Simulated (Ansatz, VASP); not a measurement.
**One calculation of Ti, two programs**

```xyz
4
Lattice="1.4676 -4.8576 0.0000 1.4676 4.8576 0.0000 0.0000 0.0000 4.9302" Properties=species:S:1:pos:R:3 pbc="T T T"
Ti    1.4676    3.5448    4.9302
Ti    1.4676   -1.3128    2.4651
Ti    1.4676   -3.5448    0.0000
Ti    1.4676    1.3128    2.4651
```

Alike in both runs: functional PBE; k mesh 6 × 6 × 4; occupations gaussian, width 0.1 eV; no spin polarisation.

Ansatz relaxed the structure, and its values are those at the end. VASP's run is a single point on that final structure, the one shown.

|  | VASP | Ansatz |
| --- | --- | --- |
| version | VASP 6.6.1 | Ansatz 0.2.0 |
| potentials or method | VASP PAW PBE potentials, release 64 (Ti_sv), cutoff 520 eV | scalar-relativistic, plane waves, PAW |
| valence electrons in the cell | 48 | 48 |

|  | VASP | Ansatz | Ansatz less VASP |
| --- | --- | --- | --- |
| gap on the k mesh at the Fermi level (eV) | none | none | - |
| pressure (GPa) | -0.1 | 0.1 | +0.22 |

A gap of «none» marks a metal or a gap that the smearing closes. With one functional, cell and mesh, what is left measures potentials, basis and numerics.

The k mesh is coarse, so the values compare programs but aren't converged.
